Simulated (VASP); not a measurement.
The system is FeSi (rocksalt type).

```
CELL_PARAMETERS angstrom
0.00000 2.33598 2.33598
2.33598 0.00000 2.33598
2.33598 2.33598 0.00000
ATOMIC_POSITIONS crystal
Fe 0.00000 0.00000 0.00000
Si 0.50000 0.50000 0.50000
```

| Quantity | Value |
| --- | --- |
| Program | VASP 6.6.1 |
| Task | relaxation of cell and atoms |
| Functional | PBE |
| Potentials or basis | VASP PAW PBE potentials, release 64 (Fe, Si) |
| Cutoff | 600 eV |
| k mesh | 15 × 15 × 15 |
| Occupations | fermi-dirac, width 0.05 eV |
| Spin | collinear spin, ferromagnetic start |
| Starting moments | [2.5, 0.0] μB |

At the start: pressure 3.4 GPa; volume 12.75 Å³/atom.

Q: Where does the relaxation end?

A: Over 4 steps the energy falls by 3.3 meV/atom and the volume is 13.08 Å³/atom (+2.6 %); space group Fm-3m (No. 225, to 0.05 Å); moment 1.29 μB per cell.

The path:
```tsv
step	energy change (eV)	largest force (eV/Å)	pressure (GPa)	volume (Å³)
1	0.0000	0.0000	3.35	25.49
2	-0.0049	0.0000	-1.47	26.49
3	-0.0065	0.0000	0.07	26.14
4	-0.0065	0.0000	0.02	26.16
```

Final structure:
```xyz
2
Lattice="0.0000 2.3561 2.3561 2.3561 0.0000 2.3561 2.3561 2.3561 0.0000" Properties=species:S:1:pos:R:3 pbc="T T T"
Fe    2.3561    2.3561    0.0000
Si    2.3561    2.3561    2.3561
```
